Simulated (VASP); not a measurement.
A run of VASP 6.6.1 is set up as follows.

File INCAR:

```
SYSTEM = C
ALGO = Normal
EDIFF = 1E-7
ENCUT = 520
GGA = PS
ISIF = 2
ISMEAR = -1
LASPH = .TRUE.
LCHARG = .TRUE.
LELF = .TRUE.
LREAL = .FALSE.
LVHAR = .TRUE.
LWAVE = .FALSE.
NBANDS = 8
NELM = 60
PREC = Accurate
SIGMA = 0.1
```

KPOINTS

```
k-points
0
G
  20 20 20
  0 0 0
```

POSCAR

```
C
1.0
    1.6817602241      0.0000000000      0.0000000000
    0.0000000000      1.6817602241      0.0000000000
    0.0000000000      0.0000000000      1.6817602241
C
1
Direct
    0.0000000000      0.0000000000      0.0000000000
```

Potentials or basis: VASP PAW PBE potentials, release 64 (C).

Launch:

```sh
$ cat potpaw_PBE.64/C/POTCAR > POTCAR
$ mpirun -np 1 vasp_std > vasp.out
```

Q: Estimate the pressure.

A: 61.2 GPa.

Q: Predict the band gap on the k mesh.

A: Zero (band 2 reaches 24.19 eV, above the bottom of band 3 at 11.78 eV).

Caveat: the PAW data sets were made with another functional, which shifts forces and pressure a little.
